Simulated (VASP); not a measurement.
Te:

```
Te
1.0
    -2.95779    3.87597    1.53515
     2.95779   -3.87597    1.53515
     2.95779    3.87597   -1.53515
Te
2
Direct
  0.00093 0.75093 0.25000
  0.99907 0.24907 0.75000
```

| Property | Result |
| --- | --- |
| Program | VASP 6.6.1 |
| Task | relaxation of cell and atoms |
| Functional | PBE |
| Dispersion | D4 |
| Potentials or basis | VASP PAW PBE potentials, release 64 (Te) |
| Cutoff | 600 eV |
| k mesh | 10 × 10 × 10 |
| Occupations | fermi-dirac, width 0.05 eV |
| Spin | no spin polarisation |

At the start: pressure -1.5 GPa; volume 35.20 Å³/atom.

Q: Where does the relaxation end?

A: Over 16 steps the energy falls by 35.8 meV/atom and the volume is 30.22 Å³/atom (-14.2 %); space group Cmmm (No. 65, to 0.1 Å) before and after.

Step by step:
| step | energy change (eV) | largest force (eV/Å) | pressure (GPa) | volume (Å³) |
| --- | --- | --- | --- | --- |
| 1 | 0.0000 | 0.0024 | -1.50 | 70.40 |
| 2 | -0.0232 | 0.0026 | 0.15 | 67.09 |
| 3 | -0.0233 | 0.0026 | 0.19 | 67.03 |
| 4 | -0.0429 | 0.0023 | 0.09 | 65.46 |
| 5 | -0.0584 | 0.0022 | 0.34 | 63.25 |
| 6 | -0.0593 | 0.0019 | 2.03 | 58.65 |
| 7 | -0.0649 | 0.0016 | 0.11 | 59.70 |
| 8 | -0.0673 | 0.0017 | 0.79 | 59.30 |
| 9 | -0.0711 | 0.0017 | 0.20 | 60.03 |
| 10 | -0.0715 | 0.0016 | -0.04 | 60.35 |
| 11 | -0.0715 | 0.0016 | -0.05 | 60.37 |
| 12 | -0.0716 | 0.0015 | -0.02 | 60.38 |
| 13 | -0.0716 | 0.0015 | 0.01 | 60.39 |
| 14 | -0.0716 | 0.0014 | 0.06 | 60.40 |
| 15 | -0.0716 | 0.0014 | 0.03 | 60.39 |
| 16 | -0.0716 | 0.0014 | -0.01 | 60.44 |

Final structure:
```yaml
crystal:
  lattice:
    - [-3.04594, 3.19149, 1.55424]
    - [3.04594, -3.19149, 1.55424]
    - [3.04594, 3.19149, -1.55424]
  atoms:
    - { symbol: Te, position: [0.00042, 0.75042, 0.25000] }
    - { symbol: Te, position: [0.99958, 0.24958, 0.75000] }
```
